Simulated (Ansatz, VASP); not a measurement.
## Two plane-wave programs on Cu

```
Cu
1.0
     0.07908    1.80750    1.80750
     1.88658    0.00000    1.88658
     1.80750    1.80750    0.07908
Cu
1
Direct
  0.00000 0.00000 0.00000
```

Change from the starting cell: strain +0.0875 x Voigt [0, 0, 0, 0, 1, 0], atoms carried along.

Alike in both runs: task single point; functional PBE; k mesh 22 × 22 × 22; occupations gaussian, width 0.15 eV; no spin polarisation.

|  | VASP | Ansatz |
| --- | --- | --- |
| version | VASP 6.6.1 | Ansatz 0.2.0 |
| potentials or method | VASP PAW PBE potentials, release 64 (Cu), cutoff 520 eV | scalar-relativistic, plane waves, PAW |
| valence electrons in the cell | 11 | 19 |

Ansatz gave:

```
gap on the k mesh at the Fermi level (eV)                     : none
pressure (GPa)                                                : 3.1
traceless stress, the component that is largest in VASP (GPa) : -7.35
```

What did VASP give for the same quantities?

gap on the k mesh at the Fermi level (eV): none; pressure (GPa): 3.6; traceless stress, the component that is largest in VASP (GPa): -7.33.

A gap of «none» marks a metal or a gap that the smearing closes. VASP's potentials hold 11 valence electrons a cell and Ansatz's 19, so a difference there can come from the potentials and not from the codes.
